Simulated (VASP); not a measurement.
Runs of VASP 6.6.1 on TiC. The structure is that of space group Fm-3m (No. 225), or close to it. The cells are those of the table. 

```tsv
task	level	potentials or basis	U	cell	k mesh	cutoff (eV)	grid for exact exchange (PRECFOCK)	share of exact exchange	screening parameter	gap on the mesh (eV)	pressure (GPa)
single point	HSE06	VASP PAW PBE potentials, release 64 (Ti_sv, C)	-	a = 3.042 Å, angles 60.0°, 2 atoms	6 × 6 × 6	520	Normal	0.25	0.2079 1/Å	none	0.7
relaxation of cell and atoms	PBEsol+U	VASP PAW PBE potentials, release 64 (Ti_sv, C_h)	Ti d U = 3.0 eV	relaxed from a = 3.063 Å, angles 60.0°, 2 atoms	11 × 11 × 11	1300	-	-	-	none	0.0
single point	PBEsol+U	VASP PAW PBE potentials, release 64 (Ti_sv, C_h)	Ti d U = 3.0 eV	a = 3.055 Å, angles 60.0°, 2 atoms	11 × 11 × 11	1300	-	-	-	none	(a)
single point	HSE06	VASP PAW PBE potentials, release 64 (Ti_sv, C)	-	a = 3.083 Å, angles 60.0°, 2 atoms	6 × 6 × 6	520	Normal	0.25	0.2079 1/Å	none	-9.6
```

Alike in all rows: no spin polarisation; smearing fermi-dirac 0.05 eV.

**Question.** Fill in the values left out.

**Answer.** (a) 4.1.

Caveats: some runs use coarse meshes; the PAW data sets were made with another functional, which shifts forces and pressure a little; U without spin polarisation on a metal has little footing (at least some runs); the U is typed as a test and isn't derived for this compound (at least some runs); the cell stands under pressure (at least some runs).

A gap of «none» marks levels without a gap at the run's occupations.
